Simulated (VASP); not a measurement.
Al2O3, 5 atoms in the cell. The structure is hexagonal, space group P-6m2 (No. 187). Conventional cell: a = 2.942 Å, b = 2.942 Å, c = 7.486 Å, α = 90.00°, β = 90.00°, γ = 120.00°. Within 2.5 Å of Al (site symmetry 3m) lie 6 O at 1.88 to 2.22 Å. Within 2.5 Å of O (site symmetry 3m) lie 3 Al at 1.88 Å. O (site symmetry -6m2) has 6 Al at 2.22 Å and 6 O at 2.80 Å within 2.9 Å. 

| Quantity | Value |
| --- | --- |
| Program | VASP 6.6.1 |
| Task | single point |
| Functional | PBE |
| Dispersion | D3(BJ) |
| Potentials or basis | VASP PAW PBE potentials, release 64 (Al, O) |
| Cutoff | 520 eV |
| k mesh | 9 × 9 × 4 |
| Occupations | gaussian, width 0.05 eV |
| Spin | no spin polarisation |
| Dipole correction | no |
| Further INCAR settings | ALGO = Normal; EDIFF = 1e-07; NBANDS = 20 |

Potentials or basis: VASP PAW PBE potentials, release 64 (Al, O).

Run with:

```bash
$ cat potpaw_PBE.64/Al/POTCAR potpaw_PBE.64/O/POTCAR > POTCAR
$ mpirun -np 1 vasp_std > vasp.out
```

Hardware: 1 thread of Intel(R) Xeon(R) Platinum 8375C CPU @ 2.90GHz (Ice Lake) (shared host).

Question: Estimate the wall time of this run.

Answer: Wall time 47 s on 1 thread of Intel(R) Xeon(R) Platinum 8375C CPU @ 2.90GHz (Ice Lake) (shared host), peak memory 0.2 GiB. Counts: scf iterations 15, k points 36.
